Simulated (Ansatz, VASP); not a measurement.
**Si in VASP and in Ansatz**

```
Si
1.0
    -3.37724    3.37724    1.89305
     3.37724   -3.37724    1.89305
     3.37724    3.37724   -1.89305
Si
4
Direct
  0.17875 0.17875 0.35751
  0.82125 0.82125 0.64249
  0.17875 0.82125 0.00000
  0.82125 0.17875 0.00000
```

Change from the starting cell: strain +0.015 along x and y, -0.015 along z, atoms carried along.

Alike in both runs: task single point; functional r2SCAN; k mesh 10 × 10 × 10; occupations gaussian, width 0.05 eV; no spin polarisation.

|  | VASP | Ansatz |
| --- | --- | --- |
| version | VASP 6.6.1 | Ansatz 0.2.0 |
| potentials or method | VASP PAW PBE potentials, release 64 (Si), cutoff 520 eV | scalar-relativistic, plane waves, PAW |
| valence electrons in the cell | 16 | 16 |

|  | VASP | Ansatz | Ansatz less VASP |
| --- | --- | --- | --- |
| gap on the k mesh at the Fermi level (eV) | 0.61 | 0.59 | -0.015 |
| least direct gap on the mesh (eV) | 1.00 | 0.99 | -0.014 |
| pressure (GPa) | -1.3 | -1.1 | +0.21 |
| traceless stress, the component that is largest in VASP (GPa) | 3.62 | 3.64 | +0.018 |
| rms of the force components (eV/Å) | 0.183 | 0.185 | +0.0018 |

VASP's potentials were made for PBE, not for r2SCAN. Atom by atom the forces differ by 0.002 eV/Å (rms over components).
